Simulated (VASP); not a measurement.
# HgTe (I-4m2) in VASP: a series of runs

The runs below take HgTe through single point, with PBE.

Program: VASP 6.6.1. These are calculated values, not measurements. Logs are shortened: lines on timing, memory, paths and dates and some standing lists are left out, and cuts for length are marked.

**1. The cell of the first run**

It takes space group I-4m2 (No. 119, tetragonal). The conventional cell has a = 4.490 Å, b = 4.490 Å, c = 6.447 Å, α = 90.00°, β = 90.00°, γ = 90.00°. Within 3.6 Å of Hg (site symmetry -4m2) lie 4 Te at 2.76 Å. Te (site symmetry -4m2) has 4 Hg at 2.76 Å within 3.6 Å.

**2. Single point, PBE (strain -0.015 along x and y, +0.000 along z)**

Input file INCAR:

```
PREC = Accurate
ENCUT = 520
EDIFF = 1E-7
ISMEAR = 0
SIGMA = 0.15
LREAL = F
LASPH = T
NELM = 80
ALGO = Normal
ISIF = 2
LWAVE = F
LCHARG = F
GGA = PE
NBANDS = 16
```

Input file KPOINTS:

```
regular mesh
0
Gamma
  14 14 14
```

Input file POSCAR:

```
HgTe
1.0
    0.0000000000      3.1751475000      3.2235000000
    3.1751475000      0.0000000000      3.2235000000
    3.1751475000      3.1751475000      0.0000000000
Hg Te
1 1
Direct
    0.0000000000      0.0000000000      0.0000000000
    0.7500000000      0.7500000000      0.7500000000
```

Potentials or basis: VASP PAW PBE potentials, release 64 (Hg, Te).

Launch:

```bash
$ cat potpaw_PBE.64/Hg/POTCAR potpaw_PBE.64/Te/POTCAR > POTCAR
$ mpirun -np 1 vasp_std > vasp.out
```

OUTCAR:

```text
PREC = Accurate
   ENCUT = 520
   EDIFF = 1E-7
   ISMEAR = 0
   LREAL = F
   LASPH = T
   NELM = 80
   ISIF = 2
   GGA = PE

 ion  position               nearest neighbor table
   1  0.000  0.000  0.000-   2 2.76   2 2.76   2 2.76   2 2.76
   2  0.750  0.750  0.750-   1 2.76   1 2.76   1 2.76   1 2.76

  LATTYP: Found a body centered tetragonal cell.
 ALAT       =     4.4903366570
 C/A-ratio  =     1.4357498095

  Lattice vectors:

 A1 = (  -3.1751475000,   0.0000000000,   3.2235000000)
 A2 = (   3.1751475000,   0.0000000000,   3.2235000000)
 A3 = (   0.0000000000,   3.1751475000,  -3.2235000000)

Analysis of symmetry for initial positions (statically):
=====================================================================
 Subroutine PRICEL returns:
 Original cell was already a primitive cell.

 Routine SETGRP: Setting up the symmetry group for a
 body centered tetragonal supercell.

 Subroutine GETGRP returns: Found  8 space group operations
 (whereof  8 operations were pure point group operations)
 out of a pool of 16 trial point group operations.

The static configuration has the point symmetry D_2d.

Analysis of symmetry for dynamics (positions and initial velocities):
=====================================================================
 Subroutine PRICEL returns:
 Original cell was already a primitive cell.

 Routine SETGRP: Setting up the symmetry group for a
 body centered tetragonal supercell.

 Subroutine GETGRP returns: Found  8 space group operations
 (whereof  8 operations were pure point group operations)
 out of a pool of 16 trial point group operations.

The dynamic configuration has the point symmetry D_2d.

 Subroutine INISYM returns: Found  8 space group operations
 (whereof  8 operations are pure point group operations),
 and found     1 'primitive' translations

----------------------------------------------------------------------------------------

                                     Primitive cell

  volume of cell :      64.9958

  direct lattice vectors                    reciprocal lattice vectors
     0.000000000  3.175147500  3.223500000    -0.157472999  0.157472999  0.155110904
     3.175147500  0.000000000  3.223500000     0.157472999 -0.157472999  0.155110904
     3.175147500  3.175147500  0.000000000     0.157472999  0.157472999 -0.155110904

  length of vectors
     4.524656219  4.524656219  4.490336657     0.271394332  0.271394332  0.271394332

  position of ions in fractional coordinates (direct lattice)
     0.000000000  0.000000000  0.000000000
     0.750000000  0.750000000  0.750000000

  ion indices of the primitive-cell ions
   primitive index   ion index
                 1           1
                 2           2

----------------------------------------------------------------------------------------

 KPOINTS: regular mesh

Automatic generation of k-mesh.
 Grid dimensions read from file:
 generate k-points for:   14   14   14

 Generating k-lattice:

  Cartesian coordinates                     Fractional coordinates (reciprocal lattice)
    -0.011248071  0.011248071  0.011079350     0.071428571 -0.000000000  0.000000000
     0.011248071 -0.011248071  0.011079350    -0.000000000  0.071428571  0.000000000
     0.011248071  0.011248071 -0.011079350     0.000000000  0.000000000  0.071428571

  Length of vectors
     0.019385309  0.019385309  0.019385309

  Shift w.r.t. Gamma in fractional coordinates (k-lattice)
     0.000000000  0.000000000  0.000000000

 Subroutine IBZKPT returns following result:
 ===========================================

 Found    244 irreducible k-points:

 Following reciprocal coordinates:
            Coordinates               Weight
  0.000000  0.000000  0.000000      1.000000
  0.071429 -0.000000  0.000000      8.000000
  0.142857  0.000000  0.000000      8.000000
  0.214286 -0.000000  0.000000      8.000000
  0.285714  0.000000  0.000000      8.000000
  0.357143  0.000000  0.000000      8.000000
[... 16 lines left out ...]
  0.214286  0.142857  0.000000      8.000000
  0.285714  0.142857  0.000000      8.000000
 [... further k-points ...]
   k-points           NKPTS =    244   k-points in BZ     NKDIM =    244   number of bands    NBANDS=     16
   number of dos      NEDOS =    301   number of ions     NIONS =      2
   total plane-waves  NPLWV =  46656
   dimension x,y,z NGX =    36 NGY =   36 NGZ =   36
   dimension x,y,z NGXF=    72 NGYF=   72 NGZF=   72
   ions per type =               1   1
   NGX,Y,Z   is equivalent  to a cutoff of  13.23, 13.23, 13.33 a.u.
   NGXF,Y,Z  is equivalent  to a cutoff of  26.45, 26.45, 26.66 a.u.
 SYSTEM =  unknown system
   PREC   = accura    normal or accurate (medium, high low for compatibility)
   ISTART =      0    job   : 0-new  1-cont  2-samecut
   ICHARG =      2    charge: 1-file 2-atom 10-const
   ISPIN  =      1    spin polarized calculation?
   LNONCOLLINEAR =      F non collinear calculations
   LSORBIT =      F    spin-orbit coupling
   LASPH  =      T    aspherical Exc in radial PAW
   ENCUT  =  520.0 eV  38.22 Ry    6.18 a.u.   8.41  8.41  8.35*2*pi/ulx,y,z
   NELM   =     80;   NELMIN=  2; NELMDL= -5     # of ELM steps
   EDIFF  = 0.1E-06   stopping-criterion for ELM
   LREAL  =      F    real-space projection
   EDIFFG = 0.1E-05   stopping-criterion for IOM
   NSW    =      0    number of steps for IOM
   IBRION =     -1    ionic relax: 0-MD 1-quasi-New 2-CG
   NFREE  =      0    steps in history (QN), initial steepest desc. (CG)
   ISIF   =      2    stress and relaxation
   ISYM   =      2    0-nonsym 1-usesym 2-fastsym
   POTIM  = 0.5000    time-step for ionic-motion
   TEBEG  =    0.0;   TEEND  =   0.0 temperature during run
   PSTRESS=    0.0 pullay stress
   NELECT =      18.0000    total number of electrons
   NUPDOWN=      -1.0000    fix difference up-down
   EMIN   =  10.00;   EMAX   =-10.00  energy-range for DOS
   EFERMI =   0.00;   METHOD = LEGACY
   ISMEAR =     0;   SIGMA  =   0.15  broadening in eV -4-tet -1-fermi 0-gaus
   EFERMI_NEDOS =   21; number of points for ismear=-14 and -15
   IALGO  =     38    algorithm
   IMIX   =      4    mixing-type and parameters
     AMIX     =   0.40;   BMIX     =  1.00
     AMIX_MAG =   1.60;   BMIX_MAG =  1.00
  volume/ion in A,a.u.               =      32.50       219.31
  Fermi-wavevector in a.u.,A,eV,Ry     =   1.067097  2.016521 15.492895  1.138696
  Thomas-Fermi vector in A             =   2.202702
   LORBIT       =      0    0 simple, 1 ext, 2 COOP (PROOUT), +10 PAW based schemes
   GGA     = PE    functional components
   LHFCALC =     F    Hartree Fock is set to
   AEXX    =    0.0000 exact exchange contribution
   IVDW    =     0    specifies the selected vdW correction
   LEPSILON=     F    determine dielectric tensor
   LRPA    =     F    only Hartree local field effects (RPA)
 non-spin polarized calculation
 Gauss-broadening in eV      SIGMA  =   0.15
  energy-cutoff  :      520.00
  volume of cell :       65.00
 maximum number of plane-waves:      1791
 NGX is ok and might be reduce to    36
   NGX = 17   NGY = 17   NGZ = 17

 number of electron      17.9999997 magnetization

 Free energy of the ion-electron system (eV)
  ---------------------------------------------------
  ext. energy  EPLUGINS =         0.00000000
  ---------------------------------------------------
  free energy    TOTEN  =        -3.50965084 eV

  energy without entropy =       -3.50946870  energy(sigma->0) =       -3.50955977

 E-fermi :   3.6496     XC(G=0):  -8.9196

 val. band max:        3.5310527665   @ k =   0.0000   0.0000   0.0000
 cond. band min:       3.9212461374   @ k =   0.0714  -0.0000   0.0000
 fundamental gap:      0.3901933709
 Fermi energy:         3.6496086487

 k-point     1 :       0.0000    0.0000    0.0000
  band No.  band energies     occupation
      1      -8.7591      2.00000
      2      -4.0767      2.00000
      3      -4.0726      2.00000
      4      -4.0726      2.00000
      5      -3.5026      2.00000
      6      -3.4908      2.00000
[... 8 lines left out ...]
     15      13.0104      0.00000
     16      13.2229      0.00000

 k-point     2 :       0.0714   -0.0000    0.0000
  band No.  band energies     occupation
      1      -8.7313      2.00000
      2      -4.0691      2.00000
      3      -4.0646      2.00000
      4      -4.0641      2.00000
      5      -3.5034      2.00000
      6      -3.4920      2.00000
[... 8 lines left out ...]
     15      12.5106      0.00000
     16      12.6801      0.00000

 k-point     3 :       0.1429    0.0000    0.0000
  band No.  band energies     occupation
      1      -8.6517      2.00000
      2      -4.0469      2.00000
      3      -4.0425      2.00000
      4      -4.0349      2.00000
      5      -3.5047      2.00000
      6      -3.4945      2.00000
[... 8 lines left out ...]
     15      12.1021      0.00000
     16      12.2250      0.00000

 k-point     4 :       0.2143   -0.0000    0.0000
  band No.  band energies     occupation
      1      -8.5328      2.00000
      2      -4.0168      2.00000
      3      -4.0121      2.00000
      4      -3.9687      2.00000
      5      -3.5038      2.00000
      6      -3.4958      2.00000
[... 8 lines left out ...]
     15      11.9607      0.00000
     16      12.0262      0.00000
[... 324 lines left out ...]
 k-point    22 :       0.1429    0.1429    0.0000
  band No.  band energies     occupation
      1      -8.6172      2.00000
      2      -4.0644      2.00000
      3      -4.0133      2.00000
      4      -4.0133      2.00000
      5      -3.5243      2.00000
      6      -3.4789      2.00000
[... 8 lines left out ...]
     15      11.5811      0.00000
     16      13.3067      0.00000

 k-point    23 :       0.2143    0.1429    0.0000
  band No.  band energies     occupation
      1      -8.5287      2.00000
      2      -4.0441      2.00000
      3      -3.9808      2.00000
      4      -3.9751      2.00000
      5      -3.5303      2.00000
      6      -3.4740      2.00000
[... 8 lines left out ...]
     15      12.2465      0.00000
     16      13.1112      0.00000

 k-point    24 :       0.2857    0.1429    0.0000
  band No.  band energies     occupation
      1      -8.4095      2.00000
      2      -4.0065      2.00000
      3      -3.9460      2.00000
      4      -3.9051      2.00000
      5      -3.5266      2.00000
      6      -3.4698      2.00000
[... 8 lines left out ...]
     15      12.6109      0.00000
     16      13.0247      0.00000

 [... further k-points ...]
[... 5 lines left out ...]
  --------------------------------------------------------------------------------------
  -------------------------------------------------------------------------------------
  Total        2.4184748      2.4184748      2.3506808      0.0000000     -0.0000000      0.0000000
  in kB       59.6165275     59.6165275     57.9453740      0.0000000     -0.0000000      0.0000000
  external PRESSURE =      59.0594764 kB  Pullay stress =       0.0000000 kB

 VOLUME and BASIS-vectors are now :
 -----------------------------------------------------------------------------
  energy-cutoff  :      520.00
  volume of cell :       65.00
      direct lattice vectors                 reciprocal lattice vectors
     0.000000000  3.175147500  3.223500000    -0.157472999  0.157472999  0.155110904
     3.175147500  0.000000000  3.223500000     0.157472999 -0.157472999  0.155110904
     3.175147500  3.175147500  0.000000000     0.157472999  0.157472999 -0.155110904

 POSITION                                       TOTAL-FORCE (eV/Angst)
 -----------------------------------------------------------------------------------
      0.00000      0.00000      0.00000        -0.000000     -0.000000      0.000000
      4.76272      4.76272      4.83525         0.000000      0.000000      0.000000
 -----------------------------------------------------------------------------------
    total drift:                               -0.000000     -0.000000      0.000000

  FREE ENERGIE OF THE ION-ELECTRON SYSTEM (eV)
  ---------------------------------------------------
  free  energy   TOTEN  =        -3.5096508437 eV

  energy  without entropy=       -3.5094687017  energy(sigma->0) =       -3.50955977
```

Run time: 99 s. Hardware: 1 thread of Intel Xeon 6975P-C (Granite Rapids), shared host; peak memory 0.41 GiB.

What came out:

```
Free energy            : -3.5097 eV
Pressure               : 5.9 GPa
Band gap on the k mesh : zero (filled and empty bands touch)
```

Caveat: the cell differs from its parent crystal (strain -0.015 along x and y, +0.000 along z); spin-orbit coupling is left out, which moves the levels of the heavy elements.

**3. Single point, PBE (strain +0.000 along x and y, -0.015 along z)**

Input file INCAR:

```
PREC = Accurate
ENCUT = 520
EDIFF = 1E-6
ISMEAR = 0
SIGMA = 0.15
LREAL = F
LASPH = T
NELM = 60
ALGO = Normal
ISIF = 2
LWAVE = F
LCHARG = F
GGA = PE
NBANDS = 16
```

Input file KPOINTS:

```
Automatic mesh
0
Gamma
  14 14 14
```

Input file POSCAR:

```
HgTe
1.0
    0.0000000000      3.2235000000      3.1751475000
    3.2235000000      0.0000000000      3.1751475000
    3.2235000000      3.2235000000      0.0000000000
Hg Te
1 1
Direct
    0.0000000000      0.0000000000      0.0000000000
    0.7500000000      0.7500000000      0.7500000000
```

Potentials or basis: VASP PAW PBE potentials, release 64 (Hg, Te).

Launch:

```bash
$ cat potpaw_PBE.64/Hg/POTCAR potpaw_PBE.64/Te/POTCAR > POTCAR
$ mpirun -np 1 vasp_std > vasp.out
```

It took 87 s on 1 thread of Intel Xeon 6975P-C (Granite Rapids), shared host; peak memory 0.4 GiB.

It converged, with:

- Free energy: -3.5435 eV
- Pressure: 5.0 GPa

Stress tensor (GPa, compression positive):
```
4.93 0.00 0.00
0.00 4.93 0.00
0.00 0.00 5.09
```

Levels at points of the mesh, in eV from the Fermi level:
```tsv
k point	band 7	band 8	band 9	band 10	band 11	band 12
(0.00, 0.00, 0.00)	-0.81	-0.16	-0.16	-0.10	4.05	4.05
(0.50, 0.00, 0.00)	-5.78	-1.21	-1.14	0.57	4.83	4.91
(0.50, 0.50, 0.00)	-5.65	-2.55	-2.55	1.68	2.25	8.24
(0.50, 0.00, 0.50)	-5.72	-2.51	-2.47	1.79	2.31	8.13
```

Caveat: the cell differs from its parent crystal (strain +0.000 along x and y, -0.015 along z); spin-orbit coupling is left out, which moves the levels of the heavy elements.

**4. Single point, PBE (strain -0.015 along x and y, +0.015 along z)**

Input file INCAR:

```
ALGO = Normal
EDIFF = 1E-6
ENCUT = 520
GGA = PE
ISIF = 2
ISMEAR = 0
LASPH = True
LCHARG = False
LREAL = False
LWAVE = False
NBANDS = 16
NELM = 60
PREC = Accurate
SIGMA = 0.15
```

Input file KPOINTS:

```
k-points
0
Gamma
  14 14 14
```

Input file POSCAR:

```
HgTe
1.0
    0.0000000000      3.1751475000      3.2718525000
    3.1751475000      0.0000000000      3.2718525000
    3.1751475000      3.1751475000      0.0000000000
Hg Te
1 1
Direct
    0.0000000000      0.0000000000      0.0000000000
    0.7500000000      0.7500000000      0.7500000000
```

Launch:

```bash
$ cat potpaw_PBE.64/Hg/POTCAR potpaw_PBE.64/Te/POTCAR > POTCAR
$ mpirun -np 1 vasp_std > vasp.out
```

It took 87 s on 1 thread of Intel Xeon 6975P-C (Granite Rapids), shared host; peak memory 0.41 GiB.

The run converged. Its results:

- Free energy: -3.5419 eV
- Pressure: 5.0 GPa
- Band gap on the k mesh: zero (filled and empty bands touch)

Stress tensor (GPa, compression positive):
```
5.11 0.00 0.00
0.00 5.11 0.00
0.00 0.00 4.74
```

Levels at points of the mesh, in eV from the Fermi level:
```tsv
k point	band 7	band 8	band 9	band 10	band 11	band 12
(0.00, 0.00, 0.00)	-0.82	-0.22	-0.11	-0.11	4.05	4.05
(0.50, 0.00, 0.00)	-5.79	-1.25	-1.11	0.55	4.79	4.95
(0.50, 0.50, 0.00)	-5.81	-2.43	-2.43	1.89	2.38	8.02
(0.50, 0.00, 0.50)	-5.66	-2.60	-2.52	1.67	2.24	8.22
```

Caveat: the cell differs from its parent crystal (strain -0.015 along x and y, +0.015 along z); spin-orbit coupling is left out, which moves the levels of the heavy elements.

(Continued in part 2 of 2.)
